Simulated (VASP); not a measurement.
# Ta8HN8 (a cell with a defect) in VASP: single point with PBE

Aim: the single point of Ta8HN8 (a cell with a defect) with PBE.

Program: VASP 6.6.1. These are calculated values, not measurements. Logs are shortened: lines on timing, memory, paths and dates and some standing lists are left out, and cuts for length are marked.

### 1 The cell of the first run

The cell holds a defect, 17 atoms: a = 5.796 Å, b = 5.900 Å, c = 5.900 Å, α = 120.00°, β = 90.00°, γ = 90.00°.

### 2 Single point, PBE

INCAR

```
SYSTEM = Ta8HN8
  PREC = Accurate
  ENCUT = 520
  EDIFF = 1E-6
  ISMEAR = 0
  SIGMA = 0.1
  LREAL = Auto
  LASPH = .TRUE.
  NELM = 60
  ALGO = Fast
  ISIF = 2
  LWAVE = .FALSE.
  LCHARG = .TRUE.
  GGA = PE
  LELF = .TRUE.
  LVHAR = .TRUE.
  NBANDS = 78
```

KPOINTS

```
Automatic mesh
0
Gamma
  4 5 5
  0.5 0 0
```

POSCAR

```
Ta8HN8
1.0
    0.0000000000      0.0000000000      5.7955432028
   -2.9501846797     -5.1098697569      0.0000000000
    5.9003693593      0.0000000000      0.0000000000
Ta N H
8 8 1
Direct
    0.2499839876      0.1666476917      0.8333468920
    0.7499849191      0.1666835048      0.8333400543
    0.2500186694      0.1657351440      0.3329009021
    0.7500242597      0.1767786740      0.3383950418
    0.2500148734      0.6670825603      0.8342334945
    0.7500204636      0.6616184288      0.8232155068
    0.2499829523      0.6670641645      0.3329111042
    0.7499850916      0.6616151019      0.3383963979
    0.0024967461      0.0019235324      0.5038946877
    0.4974967659      0.0019151173      0.5038831925
    0.0024981265      0.0019368400     -0.0019412284
    0.4974900366      0.0019495605     -0.0019577481
   -0.0012316361      0.4999831936      0.5000001827
    0.5012581044      0.4999788882      0.4999998943
    0.0024960559      0.4961102965     -0.0019353032
    0.4974965933      0.4961236040     -0.0019266157
    0.7499247004      0.8333404182      0.1666663686
```

Potentials or basis: VASP PAW PBE potentials, release 64 (Ta_pv, N, H).

Launch:

```console
> cat potpaw_PBE.64/Ta_pv/POTCAR potpaw_PBE.64/N/POTCAR potpaw_PBE.64/H/POTCAR > POTCAR
> mpirun -np 1 vasp_std > vasp.out
```

OUTCAR:

```text
SYSTEM = Ta8HN8
   PREC = Accurate
   ENCUT = 520
   EDIFF = 1E-6
   ISMEAR = 0
   LREAL = Auto
   LASPH = .TRUE.
   NELM = 60
   ISIF = 2
   GGA = PE

 ion  position               nearest neighbor table
   1  0.250  0.167  0.833-  12 2.21  11 2.21   9 2.21  15 2.21  10 2.21  16 2.21   2 2.90   2 2.90
                             3 2.95   7 2.95   5 2.95   5 2.95   7 2.95   3 2.95
   2  0.750  0.167  0.833-  16 2.23  12 2.23  15 2.23  10 2.23   9 2.23  11 2.23   1 2.90   1 2.90
                             4 2.95   8 2.95   6 2.95   6 2.95   8 2.95   4 2.95
   3  0.250  0.166  0.333-  10 2.23   9 2.23  12 2.23  11 2.23  14 2.24  13 2.24   4 2.90   4 2.90
                             5 2.94   7 2.94   1 2.95   1 2.95   7 2.96   5 2.96
   4  0.750  0.177  0.338-  17 1.75  13 2.19  14 2.19  11 2.27   9 2.27  10 2.27  12 2.27   6 2.86
                             8 2.86   3 2.90   3 2.90   2 2.95   2 2.95   8 3.04   6 3.04
   5  0.250  0.667  0.834-  16 2.23  15 2.23  12 2.23  11 2.23  14 2.24  13 2.24   6 2.90   6 2.90
                             3 2.94   7 2.94   1 2.95   1 2.95   7 2.96   3 2.96
   6  0.750  0.662  0.823-  17 1.75  13 2.19  14 2.19  11 2.27  15 2.27  12 2.27  16 2.27   8 2.86
                             4 2.86   5 2.90   5 2.90   2 2.95   2 2.95   4 3.04   8 3.04
   7  0.250  0.667  0.333-  15 2.23   9 2.23  16 2.23  10 2.23  13 2.24  14 2.24   8 2.90   8 2.90
                             3 2.94   5 2.94   1 2.95   1 2.95   5 2.96   3 2.96
   8  0.750  0.662  0.338-  17 1.76  14 2.19  13 2.19  10 2.27  16 2.27   9 2.27  15 2.27   6 2.86
                             4 2.86   7 2.90   7 2.90   2 2.95   2 2.95   4 3.04   6 3.04
   9  0.002  0.002  0.504-   1 2.21   2 2.23   3 2.23   7 2.23   8 2.27   4 2.27
  10  0.497  0.002  0.504-   1 2.21   2 2.23   3 2.23   7 2.23   8 2.27   4 2.27
  11  0.002  0.002  0.998-   1 2.21   2 2.23   3 2.23   5 2.23   6 2.27   4 2.27
  12  0.497  0.002  0.998-   1 2.21   2 2.23   3 2.23   5 2.23   6 2.27   4 2.27
  13  0.999  0.500  0.500-   4 2.19   6 2.19   8 2.19   7 2.24   5 2.24   3 2.24
  14  0.501  0.500  0.500-   4 2.19   8 2.19   6 2.19   7 2.24   5 2.24   3 2.24
  15  0.002  0.496  0.998-   1 2.21   2 2.23   5 2.23   7 2.23   6 2.27   8 2.27
  16  0.497  0.496  0.998-   1 2.21   2 2.23   5 2.23   7 2.23   8 2.27   6 2.27
  17  0.750  0.833  0.167-   4 1.75   6 1.75   8 1.76

  LATTYP: Found a hexagonal cell.
 ALAT       =     5.9003693594
 C/A-ratio  =     0.9822339670

  Lattice vectors:

 A1 = (  -2.9501846797,  -5.1098697569,   0.0000000000)
 A2 = (   5.9003693593,   0.0000000000,   0.0000000000)
 A3 = (   0.0000000000,   0.0000000000,   5.7955432028)

Analysis of symmetry for initial positions (statically):
=====================================================================
 Subroutine PRICEL returns:
 Original cell was already a primitive cell.

 Routine SETGRP: Setting up the symmetry group for a
 hexagonal supercell.

 Subroutine GETGRP returns: Found  1 space group operations
 (whereof  1 operations were pure point group operations)
 out of a pool of 24 trial point group operations.

The static configuration has the point symmetry C_1 .

Analysis of symmetry for dynamics (positions and initial velocities):
=====================================================================
 Subroutine PRICEL returns:
 Original cell was already a primitive cell.

 Routine SETGRP: Setting up the symmetry group for a
 hexagonal supercell.

 Subroutine GETGRP returns: Found  1 space group operations
 (whereof  1 operations were pure point group operations)
 out of a pool of 24 trial point group operations.

The dynamic configuration has the point symmetry C_1 .

 Subroutine INISYM returns: Found  1 space group operations
 (whereof  1 operations are pure point group operations),
 and found     1 'primitive' translations

----------------------------------------------------------------------------------------

                                     Primitive cell

  volume of cell :     174.7363

  direct lattice vectors                    reciprocal lattice vectors
     0.000000000  0.000000000  5.795543203     0.000000000  0.000000000  0.172546380
    -2.950184680 -5.109869757  0.000000000     0.000000000 -0.195699704  0.000000000
     5.900369359  0.000000000  0.000000000     0.169480915 -0.097849852  0.000000000

  length of vectors
     5.795543203  5.900369359  5.900369359     0.172546380  0.195699704  0.195699704

  position of ions in fractional coordinates (direct lattice)
     0.249983988  0.166647692  0.833346892
     0.749984919  0.166683505  0.833340054
     0.250018669  0.165735144  0.332900902
[... 47 lines left out ...]
     0.000000000 -0.039139941  0.000000000     0.000000000  0.200000000  0.000000000
     0.033896183 -0.019569970  0.000000000     0.000000000  0.000000000  0.200000000

  Length of vectors
     0.043136595  0.039139941  0.039139941

  Shift w.r.t. Gamma in fractional coordinates (k-lattice)
     0.500000000  0.000000000  0.000000000

 Subroutine IBZKPT returns following result:
 ===========================================

 Found     50 irreducible k-points:

 Following reciprocal coordinates:
            Coordinates               Weight
  0.125000  0.000000  0.000000      2.000000
  0.375000  0.000000  0.000000      2.000000
  0.125000  0.200000  0.000000      2.000000
  0.125000  0.000000  0.200000      2.000000
  0.125000 -0.200000  0.200000      2.000000
  0.125000 -0.200000  0.000000      2.000000
[... 16 lines left out ...]
  0.375000 -0.400000  0.400000      2.000000
  0.375000 -0.400000  0.000000      2.000000
 [... further k-points ...]
   k-points           NKPTS =     50   k-points in BZ     NKDIM =     50   number of bands    NBANDS=     78
   number of dos      NEDOS =    301   number of ions     NIONS =     17
   total plane-waves  NPLWV = 110592
   dimension x,y,z NGX =    48 NGY =   48 NGZ =   48
   dimension x,y,z NGXF=    96 NGYF=   96 NGZF=   96
   ions per type =               8   8   1
   NGX,Y,Z   is equivalent  to a cutoff of  13.77, 13.52, 13.52 a.u.
   NGXF,Y,Z  is equivalent  to a cutoff of  27.54, 27.05, 27.05 a.u.
 SYSTEM =  Ta8HN8
   PREC   = accura    normal or accurate (medium, high low for compatibility)
   ISTART =      0    job   : 0-new  1-cont  2-samecut
   ICHARG =      2    charge: 1-file 2-atom 10-const
   ISPIN  =      1    spin polarized calculation?
   LNONCOLLINEAR =      F non collinear calculations
   LSORBIT =      F    spin-orbit coupling
   LASPH  =      T    aspherical Exc in radial PAW
   ENCUT  =  520.0 eV  38.22 Ry    6.18 a.u.  10.78 10.97 10.97*2*pi/ulx,y,z
   NELM   =     60;   NELMIN=  2; NELMDL= -5     # of ELM steps
   EDIFF  = 0.1E-05   stopping-criterion for ELM
   LREAL  =      T    real-space projection
   EDIFFG = 0.1E-04   stopping-criterion for IOM
   NSW    =      0    number of steps for IOM
   IBRION =     -1    ionic relax: 0-MD 1-quasi-New 2-CG
   NFREE  =      0    steps in history (QN), initial steepest desc. (CG)
   ISIF   =      2    stress and relaxation
   ISYM   =      2    0-nonsym 1-usesym 2-fastsym
   POTIM  = 0.5000    time-step for ionic-motion
   TEBEG  =    0.0;   TEEND  =   0.0 temperature during run
   PSTRESS=    0.0 pullay stress
   NELECT =     129.0000    total number of electrons
   NUPDOWN=      -1.0000    fix difference up-down
   EMIN   =  10.00;   EMAX   =-10.00  energy-range for DOS
   EFERMI =   0.00;   METHOD = LEGACY
   ISMEAR =     0;   SIGMA  =   0.10  broadening in eV -4-tet -1-fermi 0-gaus
   EFERMI_NEDOS =   21; number of points for ismear=-14 and -15
   IALGO  =     68    algorithm
   IMIX   =      4    mixing-type and parameters
     AMIX     =   0.40;   BMIX     =  1.00
     AMIX_MAG =   1.60;   BMIX_MAG =  1.00
  volume/ion in A,a.u.               =      10.28        69.36
  Fermi-wavevector in a.u.,A,eV,Ry     =   1.479598  2.796034 29.786005  2.189210
  Thomas-Fermi vector in A             =   2.593736
   LORBIT       =      0    0 simple, 1 ext, 2 COOP (PROOUT), +10 PAW based schemes
   GGA     = PE    functional components
   LHFCALC =     F    Hartree Fock is set to
   AEXX    =    0.0000 exact exchange contribution
   IVDW    =     0    specifies the selected vdW correction
   LEPSILON=     F    determine dielectric tensor
   LRPA    =     F    only Hartree local field effects (RPA)
 non-spin polarized calculation
 RMM-DIIS sequential band-by-band and
 Gauss-broadening in eV      SIGMA  =   0.10
  energy-cutoff  :      520.00
  volume of cell :      174.74
 maximum number of plane-waves:      4717
 NGX is ok and might be reduce to    48
   NGX = 21   NGY = 21   NGZ = 21

 number of electron     129.0000006 magnetization

 Free energy of the ion-electron system (eV)
  ---------------------------------------------------
  ext. energy  EPLUGINS =         0.00000000
  ---------------------------------------------------
  free energy    TOTEN  =      -181.61842270 eV

  energy without entropy =     -181.61004034  energy(sigma->0) =     -181.61423152

 E-fermi :   9.0666     XC(G=0): -13.3160

 val. band max:        9.0248730041   @ k =   0.1250  -0.2000  -0.2000
 cond. band min:       9.2331054571   @ k =   0.1250   0.2000   0.4000
 fundamental gap:      0.2082324530
 Fermi energy:         9.0665651963

 k-point     1 :       0.1250    0.0000    0.0000
  band No.  band energies     occupation
      1     -27.7450      2.00000
      2     -27.5319      2.00000
      3     -27.3616      2.00000
      4     -27.3616      2.00000
      5     -27.3019      2.00000
      6     -27.3019      2.00000
[... 1885 lines left out ...]
     75      11.2822      0.00000
     76      11.3609      0.00000

 [... further k-points ...]

 [bands above 76 left out]

------------------------ aborting loop because EDIFF is reached ----------------------------------------

  FORCE on cell =-STRESS in cart. coord.  units (eV):
  Direction    XX          YY          ZZ          XY          YZ          ZX
  --------------------------------------------------------------------------------------
  -------------------------------------------------------------------------------------
  Total        8.6871795      8.6865224      1.6732471      0.0002273     -0.0004031     -0.0005094
  in kB       79.6537454     79.6477200     15.3421945      0.0020839     -0.0036964     -0.0046709
  external PRESSURE =      58.2145533 kB  Pullay stress =       0.0000000 kB

 VOLUME and BASIS-vectors are now :
 -----------------------------------------------------------------------------
  energy-cutoff  :      520.00
  volume of cell :      174.74
      direct lattice vectors                 reciprocal lattice vectors
     0.000000000  0.000000000  5.795543203     0.000000000  0.000000000  0.172546380
    -2.950184680 -5.109869757  0.000000000     0.000000000 -0.195699704  0.000000000
     5.900369359  0.000000000  0.000000000     0.169480915 -0.097849852  0.000000000

 POSITION                                       TOTAL-FORCE (eV/Angst)
 -----------------------------------------------------------------------------------
      4.42541     -0.85155      1.44879        -0.001080     -0.000319      0.002066
      4.42527     -0.85173      4.34657         0.000764      0.001815      0.001373
      1.47529     -0.84688      1.44899        -0.002316     -0.004659     -0.001824
      1.47513     -0.90332      4.34680        -0.000468     -0.012569     -0.002771
      2.95427     -3.40871      1.44897        -0.003417     -0.000300     -0.001340
      2.90538     -3.38078      4.34678        -0.009488      0.006881     -0.002359
[... 9 lines left out ...]
      4.42535     -2.53513      2.88326         0.000213      0.001161      0.000232
     -1.47512     -4.25826      4.34622         0.000238      0.000760      0.000463
 -----------------------------------------------------------------------------------
    total drift:                               -0.000449     -0.000548     -0.000055

  FREE ENERGIE OF THE ION-ELECTRON SYSTEM (eV)
  ---------------------------------------------------
  free  energy   TOTEN  =      -181.6184227021 eV

  energy  without entropy=     -181.6100403396  energy(sigma->0) =     -181.61423152
```

Run time: 36 min. Hardware: 1 thread of Oxide Virtual Turin-like, shared host; peak memory 0.57 GiB.

Results:

* Free energy: -181.6184 eV
* Pressure: 5.8 GPa
* Largest force: 0.013 eV/Å
* Band gap on the k mesh: zero (an odd number of electrons rules out a gap without spin polarisation)

Forces in eV/Å, atoms in the order of the input:
```
Ta  -0.001  0.000  0.002
Ta   0.001  0.002  0.001
Ta  -0.002 -0.005 -0.002
Ta   0.000 -0.013 -0.003
Ta  -0.003  0.000 -0.001
Ta  -0.009  0.007 -0.002
Ta  -0.001 -0.002  0.003
Ta   0.011  0.007  0.002
N   -0.001  0.000 -0.001
N    0.000 -0.001  0.000
N    0.002  0.001  0.000
N    0.003  0.002  0.002
N    0.001  0.000  0.009
N    0.001  0.000 -0.010
N    0.000  0.000 -0.001
N    0.000  0.001  0.000
H    0.000  0.001  0.000
```

Caveat: spin-orbit coupling is left out, which moves the levels of the heavy elements; an odd number of electrons without spin polarisation forces a metal; a magnetic or distorted state may lie lower.

The gap in the log of VASP goes by the Fermi energy; the results here count the filled bands.